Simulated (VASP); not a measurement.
Te2Mo, 9 atoms in the cell. The structure is hexagonal, space group P-6m2 (No. 187). Conventional cell: a = 3.496 Å, b = 3.496 Å, c = 21.330 Å, α = 90.00°, β = 90.00°, γ = 120.00°. Te (site symmetry 3m) has 3 Mo at 2.72 Å and 10 Te at 3.50 to 3.80 Å within 3.8 Å. Within 3.7 Å of Te (site symmetry 3m) lie 3 Mo at 2.72 Å and 7 Te at 3.50 to 3.64 Å. Within 3.8 Å of Te (site symmetry 3m) lie 3 Mo at 2.72 Å and 10 Te at 3.50 to 3.80 Å. Within 3.6 Å of Mo (site symmetry 3m) lie 6 Te at 2.72 Å and 6 Mo at 3.50 Å. Within 3.6 Å of Mo (site symmetry -6m2) lie 6 Te at 2.72 Å and 6 Mo at 3.50 Å. 

| Property | Result |
| --- | --- |
| Program | VASP 6.6.1 |
| Task | relaxation of cell and atoms |
| Functional | PBE |
| Dispersion | D3(BJ) |
| Potentials or basis | VASP PAW PBE potentials, release 64 (Te, Mo_sv) |
| Cutoff | 600 eV |
| k mesh | 12 × 12 × 2 |
| Occupations | gaussian, width 0.02 eV |
| Spin | no spin polarisation |
| Dipole correction | no |
| Further INCAR settings | ALGO = Normal; EDIFF = 1e-07; IBRION = 2; EDIFFG = -0.005; NSW = 100; ISIF = 3 |

Potentials or basis: VASP PAW PBE potentials, release 64 (Te, Mo_sv).

Command:

```sh
$ cat potpaw_PBE.64/Te/POTCAR potpaw_PBE.64/Mo_sv/POTCAR > POTCAR
$ mpirun -np 4 vasp_std > vasp.out
```

Hardware: 4 MPI ranks on Oxide Virtual Turin-like Processor, on a shared host.

Question: Estimate the wall time of this run.

Answer: It took 28 min on 4 MPI ranks on Oxide Virtual Turin-like Processor, with other jobs on the host, peak memory 0.65 GiB a rank. Counts: scf iterations 86, k points 38, ion steps 10.
